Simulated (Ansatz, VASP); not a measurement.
**Two plane-wave programs on SnO**

```
Sn O
1.0
     0.00000    0.00000   -4.22197
    -3.35500    0.00000    0.00000
    -0.33550   11.34821    0.00000
Sn O
4 4
Direct
  0.48686 0.91340 0.86595
  0.48686 0.96340 0.36595
  0.98686 0.48660 0.13405
  0.98686 0.43660 0.63405
  0.26314 0.98044 0.19562
  0.26314 0.93044 0.69563
  0.76314 0.41956 0.80437
  0.76314 0.46956 0.30438
```

Alike in both runs: task single point; functional LDA; k mesh 6 × 8 × 3; occupations gaussian, width 0.05 eV; no spin polarisation.

|  | VASP | Ansatz |
| --- | --- | --- |
| version | VASP 6.6.1 | Ansatz 0.2.0 |
| potentials or method | VASP PAW LDA potentials, release 64 (Sn_d, O), cutoff 520 eV | scalar-relativistic, plane waves, PAW |
| valence electrons in the cell | 80 | 80 |

```csv
,VASP,Ansatz,Ansatz less VASP
gap on the k mesh at the Fermi level (eV),1.35,1.38,+0.025
least direct gap on the mesh (eV),1.82,1.85,+0.033
pressure (GPa),-5.2,-5.4,-0.27
"traceless stress, the component that is largest in VASP (GPa)",-0.91,-0.93,-0.025
rms of the force components (eV/Å),0.284,0.324,+0.0399
```

LDA's correlation is that of Perdew and Zunger in VASP and of Perdew and Wang (1992) in Ansatz. Atom by atom the forces differ by 0.042 eV/Å (rms over components).
